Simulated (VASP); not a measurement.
Set up this calculation in VASP 6.6.1, as the native input.

| Item | Value |
| --- | --- |
| Task | single point |
| Functional | PBE |
| Potentials or basis | VASP PAW PBE potentials, release 64 (Sn_d, Te) |
| Cutoff | 500 eV |
| k mesh | 4 × 4 × 4 |
| Occupations | gaussian, width 0.01 eV |
| Spin | no spin polarisation |
| Dipole correction | no |
| Further INCAR settings | ALGO = Normal; EDIFF = 1e-06; NBANDS = 17 |

The structure of SnTe lies in POSCAR:

```
SnTe
1.0
    0.0000000000      3.1508500000      3.1508500000
    3.1508500000      0.0000000000      3.1508500000
    3.1508500000      3.1508500000      0.0000000000
Sn Te
1 1
Direct
    0.0000000000      0.0000000000      0.0000000000
    0.5000000000      0.5000000000      0.5000000000
```

The input as run:

INCAR

```
SYSTEM = SnTe
PREC = Accurate
ENCUT = 500
EDIFF = 1E-6
ISMEAR = 0
SIGMA = 0.01
LREAL = .False.
LASPH = .True.
NELM = 120
ALGO = Normal
ISIF = 2
LWAVE = .False.
LCHARG = .True.
GGA = PE
LELF = .True.
LVHAR = .True.
NBANDS = 17
GGA_COMPAT = .False.
```

KPOINTS

```
Automatic mesh
0
Gamma
  4 4 4
  0 0 0
```

Potentials or basis: VASP PAW PBE potentials, release 64 (Sn_d, Te).

Run with:

```bash
$ cat potpaw_PBE.64/Sn_d/POTCAR potpaw_PBE.64/Te/POTCAR > POTCAR
$ mpirun -np 1 vasp_std > vasp.out
```

Results of the run:

The pressure is 1.5 GPa. The band gap on the k mesh is 0.10 eV, direct.

Caveat: the k points lie up to 0.43 Å⁻¹ apart; spin-orbit coupling is left out, which moves the levels of the heavy elements.

It took 8.4 s on 1 thread of Intel(R) Xeon(R) Platinum 8488C (Sapphire Rapids), with other jobs on the host, peak memory 0.17 GiB.
